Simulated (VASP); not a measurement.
A run of VASP 6.6.1 is set up as follows.

INCAR

```
PREC = Accurate
ENCUT = 600
EDIFF = 1E-7
ISMEAR = 0
SIGMA = 0.02
LREAL = False
LASPH = True
NELM = 80
ALGO = Normal
ISIF = 4
LWAVE = False
LCHARG = False
GGA = PE
IBRION = 2
NSW = 50
EDIFFG = -0.01
```

KPOINTS

```
regular mesh
0
Gamma
  6 6 4
```

File POSCAR:

```
Cd3SeS2
1.0
    4.1199409162      0.0000000280      0.0000000000
   -2.0599704823      3.5679734815      0.0000000000
    0.0000000000      0.0000000000     10.1094554537
Cd Se S
3 1 2
Direct
    0.0000000000      0.0000000000      0.9905149842
    0.3333333333      0.6666666667      0.6665033990
    0.6666666667      0.3333333333      0.3435301945
    0.0000000000      0.0000000000      0.2470873531
    0.3333333333      0.6666666667      0.9131470565
    0.6666666667      0.3333333333      0.5892160128
```

Potentials or basis: VASP PAW PBE potentials, release 64 (Cd, Se, S).

Run with:

```bash
$ cat potpaw_PBE.64/Cd/POTCAR potpaw_PBE.64/Se/POTCAR potpaw_PBE.64/S/POTCAR > POTCAR
$ mpirun -np 1 vasp_std > vasp.out
```

(1) What does it give for the band gap on the k mesh?

Answers

(1) 0.85 eV, direct.
